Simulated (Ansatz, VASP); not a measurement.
InGa3P2: VASP beside Ansatz

INCAR

```
PREC = Accurate
ENCUT = 520
EDIFF = 1E-7
ISMEAR = 0
SIGMA = 0.1
LREAL = F
LASPH = T
NELM = 80
ALGO = Normal
ISIF = 2
LWAVE = F
LCHARG = F
GGA = PE
NBANDS = 40
```

File KPOINTS:

```
Automatic mesh
0
Gamma
  6 6 2
```

Contents of POSCAR:

```
InGa3P2
1.0
    4.1408217000      0.0000000000      0.0000000000
   -2.0704108500      3.5860567800      0.0000000000
    0.0000000000      0.0000000000      7.8614749000
In Ga P
1 3 2
Direct
    0.0000000000      0.0000000000      0.0000000000
    0.3333333300      0.6666666700      0.5000000000
    0.6666666700      0.3333333300      0.5000000000
    0.0000000000      0.0000000000      0.5000000000
    0.0000000000      0.0000000000      0.7278278600
    0.0000000000      0.0000000000      0.2721721400
```

Input for Ansatz:

```yaml
crystal:
  lattice:
    - [4.1408217, 0.0, 0.0]
    - [-2.07041085, 3.58605678, 0.0]
    - [0.0, 0.0, 7.8614749]
  atoms:
    - { symbol: In, position: [0.0, 0.0, 0.0] }
    - { symbol: Ga, position: [0.33333333, 0.66666667, 0.5] }
    - { symbol: Ga, position: [0.66666667, 0.33333333, 0.5] }
    - { symbol: Ga, position: [0.0, 0.0, 0.5] }
    - { symbol: P, position: [0.0, 0.0, 0.72782786] }
    - { symbol: P, position: [0.0, 0.0, 0.27217214] }
basis:
  ecutwfc: 420
kpoints:
  mp_grid: { grid: [6, 6, 2] }
hamiltonian:
  xc: pbe
scf:
  occupations: { method: gaussian, width: 0.1 }
  lower_state_search: "off"
output:
  forces: true
  stress: true
  eigenvalues: true
```

Alike in both runs: task single point; functional PBE; k mesh 6 × 6 × 2; occupations gaussian, width 0.1 eV; no spin polarisation.

```csv
,VASP,Ansatz
version,VASP 6.6.1,Ansatz 0.2.0
potentials or method,"VASP PAW PBE potentials, release 64 (In_d, Ga_d, P), cutoff 520 eV","scalar-relativistic, plane waves, PAW"
valence electrons in the cell,62,62
```

```tsv
	VASP	Ansatz	Ansatz less VASP
gap on the k mesh at the Fermi level (eV)	none	none	-
rms of the force components (eV/Å)	3.749	3.723	-0.0261
```

Atom by atom the forces differ by 0.026 eV/Å (rms over components). A gap of «none» marks a metal or a gap that the smearing closes. The functional is the same, so the differences come from potentials, cutoffs and numerics.

The k mesh is coarse, so the values compare programs but aren't converged.
